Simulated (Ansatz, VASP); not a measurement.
## One calculation of BaTiO3, two programs

```
CELL_PARAMETERS angstrom
4.11010 0.00000 0.00000
0.00000 4.11010 0.00000
0.00000 0.00000 4.11010
ATOMIC_POSITIONS crystal
Ba 0.50000 0.50000 0.50000
Ti 0.00000 0.00000 0.00000
O 0.50000 0.00000 0.00000
O 0.00000 0.50000 0.00000
O 0.00000 0.00000 0.50000
```

Alike in both runs: task single point; functional PBEsol; k mesh 4 × 4 × 4; no spin polarisation.

```csv
,VASP,Ansatz
version,VASP 6.6.1,Ansatz 0.2.0
potentials or method,"VASP PAW PBE potentials, release 64 (Ba_sv, Ti_sv, O), cutoff 600 eV","plane waves, PAW"
occupations,"gaussian, width 0.01 eV",fixed
valence electrons in the cell,40,40
```

Ansatz gave:

```
pressure (GPa) : -14.8
```

Q: Which values does VASP return?

A: Pressure (GPa): -13.6.

VASP's potentials were made for PBE, not for PBEsol.

Neither program's run includes spin-orbit coupling.
